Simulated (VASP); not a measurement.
InAs: single point with PBE

Crystal: InAs.

```xyz
2
Lattice="0.0000 3.0240 3.0240 3.0240 0.0000 3.0240 3.0240 3.0240 0.0000" Properties=species:S:1:pos:R:3 pbc="T T T"
In    0.0000    0.0000    0.0000
As    4.5360    4.5360    4.5360
```

```yaml
Program: VASP 6.6.1
Task: single point
Functional: PBE
Potentials_or_basis: VASP PAW PBE potentials, release 64 (In_d, As)
Cutoff: 520 eV
k_mesh: 6 × 6 × 6
Occupations: gaussian, width 0.05 eV
Spin: no spin polarisation
```

- Pressure: 4.0 GPa
- Band gap on the k mesh: zero (filled and empty bands touch)

Levels at points of the mesh, in eV from the Fermi level:
| k point | band 5 | band 6 | band 7 | band 8 | band 9 | band 10 | band 11 | band 12 | band 13 | band 14 |
| --- | --- | --- | --- | --- | --- | --- | --- | --- | --- | --- |
| (0.00, 0.00, 0.00) | -14.29 | -11.87 | -0.22 | -0.02 | -0.02 | -0.02 | 3.89 | 3.89 | 3.89 | 7.49 |
| (0.50, 0.00, 0.00) | -14.28 | -10.40 | -5.78 | -1.00 | -1.00 | 0.94 | 4.66 | 4.66 | 6.84 | 9.02 |
| (0.50, 0.50, 0.00) | -14.26 | -9.86 | -5.85 | -2.34 | -2.34 | 1.53 | 2.04 | 9.17 | 9.25 | 9.25 |

Wall time 19 s on 1 thread of AMD EPYC 9R14 (Zen 4) (shared host), peak memory 0.15 GiB.

Caveat: spin-orbit coupling is left out, which moves the levels of the heavy elements.
